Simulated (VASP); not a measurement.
# W (Fd-3m) in VASP: further runs, part 2 of 2

VASP 6.6.1. The steps go on from the part before.

### Step 4. Relaxation of cell and atoms, PBE, target pressure 430 GPa, at which the enthalpy is minimised

Contents of INCAR:

```
PREC = Accurate
ENCUT = 600
EDIFF = 1E-6
ISMEAR = -1
SIGMA = 0.05
LREAL = F
LASPH = T
NELM = 80
ALGO = Normal
ISIF = 3
LWAVE = F
LCHARG = F
GGA = PE
IBRION = 2
NSW = 60
EDIFFG = -0.005
PSTRESS = 4300.0
```

Contents of KPOINTS:

```
Automatic mesh
0
Gamma
  15 15 15
```

Contents of POSCAR:

```
W
1.0
    0.0000000000      2.1777646010      2.1777646010
    2.1777646010      0.0000000000      2.1777646010
    2.1777646010      2.1777646010      0.0000000000
W
2
Direct
   -0.1250000000     -0.1250000000     -0.1250000000
    0.1250000000      0.1250000000      0.1250000000
```

Potentials or basis: VASP PAW PBE potentials, release 64 (W_sv).

Started as:

```sh
> cat potpaw_PBE.64/W_sv/POTCAR > POTCAR
> mpirun -np 1 vasp_std > vasp.out
```

OUTCAR:

```text
PREC = Accurate
   ENCUT = 600
   EDIFF = 1E-6
   ISMEAR = -1
   LREAL = F
   LASPH = T
   NELM = 80
   ISIF = 3
   GGA = PE
   IBRION = 2
   NSW = 60
   EDIFFG = -0.005
   PSTRESS = 4300.0

 ion  position               nearest neighbor table
   1  0.875  0.875  0.875-   2 1.89   2 1.89   2 1.89   2 1.89
   2  0.125  0.125  0.125-   1 1.89   1 1.89   1 1.89   1 1.89

  LATTYP: Found a face centered cubic cell.
 ALAT       =     4.3555292020

  Lattice vectors:

 A1 = (   0.0000000000,   2.1777646010,   2.1777646010)
 A2 = (   2.1777646010,   0.0000000000,   2.1777646010)
 A3 = (   2.1777646010,   2.1777646010,   0.0000000000)

Analysis of symmetry for initial positions (statically):
=====================================================================
 Subroutine PRICEL returns:
 Original cell was already a primitive cell.

 Routine SETGRP: Setting up the symmetry group for a
 face centered cubic supercell.

 Subroutine GETGRP returns: Found 48 space group operations
 (whereof 12 operations were pure point group operations)
 out of a pool of 48 trial point group operations.

The static configuration has the point symmetry D_3d.
 The point group associated with its full space group is O_h .

Analysis of symmetry for dynamics (positions and initial velocities):
=====================================================================
 Subroutine PRICEL returns:
 Original cell was already a primitive cell.

 Routine SETGRP: Setting up the symmetry group for a
 face centered cubic supercell.

 Subroutine GETGRP returns: Found 48 space group operations
 (whereof 12 operations were pure point group operations)
 out of a pool of 48 trial point group operations.

The dynamic configuration has the point symmetry D_3d.
 The point group associated with its full space group is O_h .

 Subroutine INISYM returns: Found 48 space group operations
 (whereof 12 operations are pure point group operations),
[... 115 lines left out ...]
     AMIX     =   0.40;   BMIX     =  1.00
     AMIX_MAG =   1.60;   BMIX_MAG =  1.00
  volume/ion in A,a.u.               =      10.33        69.70
  Fermi-wavevector in a.u.,A,eV,Ry     =   1.811785  3.423777 44.661989  3.282564
  Thomas-Fermi vector in A             =   2.870167
   LORBIT       =      0    0 simple, 1 ext, 2 COOP (PROOUT), +10 PAW based schemes
   GGA     = PE    functional components
   LHFCALC =     F    Hartree Fock is set to
   AEXX    =    0.0000 exact exchange contribution
   IVDW    =     0    specifies the selected vdW correction
   LEPSILON=     F    determine dielectric tensor
   LRPA    =     F    only Hartree local field effects (RPA)
 conjugate gradient relaxation of ions
 non-spin polarized calculation
  energy-cutoff  :      600.00
  volume of cell :       20.66
 maximum number of plane-waves:       701
 NGX is ok and might be reduce to    28
   NGX = 13   NGY = 13   NGZ = 13

--------------------------------------- Ionic step        1  -------------------------------------------

 number of electron      28.0000003 magnetization

 Free energy of the ion-electron system (eV)
  ---------------------------------------------------
  ext. energy  EPLUGINS =         0.00000000
  ---------------------------------------------------
  free energy    TOTEN  =         6.62459321 eV

  energy without entropy =        6.62940055  energy(sigma->0) =        6.62699688

------------------------ aborting loop because EDIFF is reached ----------------------------------------

  FORCE on cell =-STRESS in cart. coord.  units (eV):
  Direction    XX          YY          ZZ          XY          YZ          ZX
  --------------------------------------------------------------------------------------
  -------------------------------------------------------------------------------------
  Total       82.5577871     82.5577871     82.5577871      0.0000000     -0.0000000      0.0000000
  in kB     6403.3291655   6403.3291655   6403.3291655      0.0000000     -0.0000000      0.0000000
  external PRESSURE =    2103.3291655 kB  Pullay stress =    4300.0000000 kB
[... 25 lines left out ...]
--------------------------------------- Ionic step        2  -------------------------------------------

 number of electron      27.9999993 magnetization

 E-fermi :   0.8805     XC(G=0):  -7.9255

 val. band max:        0.8794499796   @ k =   0.4667   0.3333   0.0667
 cond. band min:       0.8812047716   @ k =  -0.4667   0.3333   0.1333
 fundamental gap:      0.0017547921
 Fermi energy:         0.8805001967

 k-point     1 :       0.0000    0.0000    0.0000
  band No.  band energies     occupation
      1     -73.2034      2.00000
      2     -73.1845      2.00000
      3     -37.3559      2.00000
      4     -37.3559      2.00000
      5     -37.3559      2.00000
      6     -37.2327      2.00000
[... 608 lines left out ...]
--------------------------------------- Ionic step        5  -------------------------------------------

 number of electron      28.0000005 magnetization

 Free energy of the ion-electron system (eV)
  ---------------------------------------------------
  ext. energy  EPLUGINS =         0.00000000
  ---------------------------------------------------
  free energy    TOTEN  =        -2.21728316 eV

  energy without entropy =       -2.20930915  energy(sigma->0) =       -2.21329616

 E-fermi :  15.9819     XC(G=0): -14.9512

 val. band max:       15.9379282758   @ k =   0.3333   0.1333   0.0667
 cond. band min:      15.9946349431   @ k =  -0.1333   0.2000   0.0667
 fundamental gap:      0.0567066673
 Fermi energy:        15.9818550774

 k-point     1 :       0.0000    0.0000    0.0000
  band No.  band energies     occupation
      1     -59.9193      2.00000
      2     -56.0042      2.00000
      3     -25.5646      2.00000
      4     -25.5646      2.00000
      5     -25.5646      2.00000
      6     -20.7500      2.00000
[... 528 lines left out ...]
  energy  without entropy=       -2.2093091510  energy(sigma->0) =       -2.21329616

  enthalpy is  TOTEN    =        60.4426746547 eV   P V=       62.6599578147

 reached required accuracy - stopping structural energy minimisation
```

Wall time 6.7 min (1 thread of Intel Xeon 8259CL, shared host); peak memory 0.2 GiB.

What came out:

| Property | Result |
| --- | --- |
| Free energy | -2.2173 eV |
| Relaxed volume | 11.67 Å³/atom |
| Relaxed cell | a = 3.208 Å, b = 3.208 Å, c = 3.208 Å, α = 60.00°, β = 60.00°, γ = 60.00° |
| Space group after relaxing (to 0.1 Å) | Fd-3m (No. 227) |
| Energy change on relaxing (the run minimises the enthalpy) | -4420.9 meV/atom |
| Ionic steps | 5 |
| Pressure after relaxing | 430.0 GPa |
| Band gap on the k mesh | zero (bands 14 and 15 overlap by 1.64 eV) |

The path:
| step | energy change (eV) | largest force (eV/Å) | pressure (GPa) | volume (Å³) |
| --- | --- | --- | --- | --- |
| 1 | 0.0000 | 0.0000 | 640.33 | 20.66 |
| 2 | -22.1771 | 0.0000 | -21.29 | 93.49 |
| 3 | -12.0906 | 0.0000 | 355.04 | 24.68 |
| 4 | -9.0542 | 0.0000 | 425.07 | 23.43 |
| 5 | -8.8419 | 0.0000 | 429.96 | 23.35 |

Final structure:
```
CELL_PARAMETERS angstrom
0.00000 2.26848 2.26848
2.26848 0.00000 2.26848
2.26848 2.26848 0.00000
ATOMIC_POSITIONS crystal
W 0.87500 0.87500 0.87500
W 0.12500 0.12500 0.12500
```

Levels at points of the mesh, in eV from the Fermi level:
| k point | band 12 | band 13 | band 14 | band 15 | band 16 | band 17 |
| --- | --- | --- | --- | --- | --- | --- |
| (0.00, 0.00, 0.00) | -2.73 | -2.73 | -2.73 | 3.21 | 3.21 | 3.21 |

Caveat: the cell is relaxed towards a set pressure, so the run minimises the enthalpy, not the energy; atoms lie so close that the PAW spheres overlap strongly, which falsifies energies and pressures; spin-orbit coupling is left out, which moves the levels of the heavy elements.

### Step 5. Relaxation of cell and atoms, PBE, target pressure 430 GPa, at which the enthalpy is minimised

This run uses another cell than the first one, of 11.52 Å³/atom.

Contents of INCAR:

```
ALGO = Normal
EDIFF = 1E-7
EDIFFG = -0.005
ENCUT = 600
GGA = PE
IBRION = 2
ISIF = 3
ISMEAR = -1
LASPH = True
LCHARG = False
LREAL = False
LWAVE = False
NELM = 80
NSW = 32
PREC = Accurate
PSTRESS = 4300.0
SIGMA = 0.05
```

Contents of KPOINTS:

```
k-points
0
Gamma
  15 15 15
```

Contents of POSCAR:

```
W
1.0
    0.0000000000      2.2582868737      2.2582868737
    2.2582868737      0.0000000000      2.2582868737
    2.2582868737      2.2582868737      0.0000000000
W
2
Direct
   -0.1250000000     -0.1250000000     -0.1250000000
    0.1250000000      0.1250000000      0.1250000000
```

Started as:

```sh
> cat potpaw_PBE.64/W_sv/POTCAR > POTCAR
> mpirun -np 1 vasp_std > vasp.out
```

Run time: 4.4 min. Hardware: 1 thread of Intel Xeon 8259CL, shared host; peak memory 0.21 GiB.

Results (log left out):

```
Free energy                                                : -2.2196 eV
Relaxed volume                                             : 11.67 Å³/atom
Relaxed cell                                               : a = 3.208 Å, b = 3.208 Å, c = 3.208 Å, α = 60.00°, β = 60.00°, γ = 60.00°
Space group after relaxing (to 0.1 Å)                      : Fd-3m (No. 227)
Energy change on relaxing (the run minimises the enthalpy) : -430.2 meV/atom
Ionic steps                                                : 4
Pressure after relaxing                                    : 430.0 GPa
Band gap on the k mesh                                     : zero (bands 14 and 15 overlap by 1.64 eV)
```

Step by step:
| step | energy change (eV) | largest force (eV/Å) | pressure (GPa) | volume (Å³) |
| --- | --- | --- | --- | --- |
| 1 | 0.0000 | 0.0000 | 449.73 | 23.03 |
| 2 | -10.1281 | 0.0000 | 221.86 | 28.09 |
| 3 | -0.9427 | 0.0000 | 428.10 | 23.38 |
| 4 | -0.8604 | 0.0000 | 429.99 | 23.35 |

Final structure:
```
CELL_PARAMETERS angstrom
0.00000 2.26849 2.26849
2.26849 0.00000 2.26849
2.26849 2.26849 0.00000
ATOMIC_POSITIONS crystal
W 0.87500 0.87500 0.87500
W 0.12500 0.12500 0.12500
```

Levels at points of the mesh, in eV from the Fermi level:
```csv
k point,band 10,band 11,band 12,band 13,band 14,band 15,band 16,band 17,band 18
"(0.00, 0.00, 0.00)",-7.08,-7.08,-2.73,-2.73,-2.73,3.21,3.21,3.21,11.19
```

Caveat: the cell is relaxed towards a set pressure, so the run minimises the enthalpy, not the energy; atoms lie so close that the PAW spheres overlap strongly, which falsifies energies and pressures; spin-orbit coupling is left out, which moves the levels of the heavy elements.
